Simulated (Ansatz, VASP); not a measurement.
# NaCl: VASP beside Ansatz

File INCAR:

```
  ALGO = Normal
  EDIFF = 1E-6
  ENCUT = 520
  GGA = PS
  ISIF = 2
  ISMEAR = 0
  LASPH = T
  LCHARG = F
  LREAL = F
  LWAVE = F
  NBANDS = 14
  NELM = 100
  PREC = Accurate
  SIGMA = 0.05
```

The input KPOINTS:

```
k-points
0
Gamma
  8 8 8
```

File POSCAR:

```
NaCl
1.0
    0.0000000000      2.6052100000      2.6052100000
    2.6052100000      0.0000000000      2.6052100000
    2.6052100000      2.6052100000      0.0000000000
Na Cl
1 1
Direct
    0.0000000000      0.0000000000      0.0000000000
    0.5000000000      0.5000000000      0.5000000000
```

Input for Ansatz:

```yaml
crystal:
  lattice:
    - [0.0, 2.60521, 2.60521]
    - [2.60521, 0.0, 2.60521]
    - [2.60521, 2.60521, 0.0]
  atoms:
    - { symbol: Na, position: [0.0, 0.0, 0.0] }
    - { symbol: Cl, position: [0.5, 0.5, 0.5] }
basis:
  ecutwfc: 420
kpoints:
  mp_grid: { grid: [8, 8, 8] }
hamiltonian:
  xc: pbesol
scf:
  occupations: { method: gaussian, width: 0.05 }
output:
  forces: true
  stress: true
  eigenvalues: true
```

Change from the starting cell: strain -0.080 along x and y, -0.080 along z, atoms carried along.

Alike in both runs: task single point; functional PBEsol; k mesh 8 × 8 × 8; occupations gaussian, width 0.05 eV; no spin polarisation.

|  | VASP | Ansatz |
| --- | --- | --- |
| version | VASP 6.6.1 | Ansatz 0.2.0 |
| potentials or method | VASP PAW PBE potentials, release 64 (Na_pv, Cl), cutoff 520 eV | scalar-relativistic, plane waves, PAW |
| valence electrons in the cell | 14 | 16 |

VASP gave:

| Quantity | Value |
| --- | --- |
| gap on the k mesh at the Fermi level (eV) | 5.98 |
| least direct gap on the mesh (eV) | 5.98 |
| pressure (GPa) | 9.5 |

Task: What did Ansatz give for the same quantities?

Result: gap on the k mesh at the Fermi level (eV): 5.98; least direct gap on the mesh (eV): 5.98; pressure (GPa): 9.4.

VASP's potentials were made for PBE, not for PBEsol. VASP's potentials hold 14 valence electrons a cell and Ansatz's 16, so a difference there can come from the potentials and not from the codes.
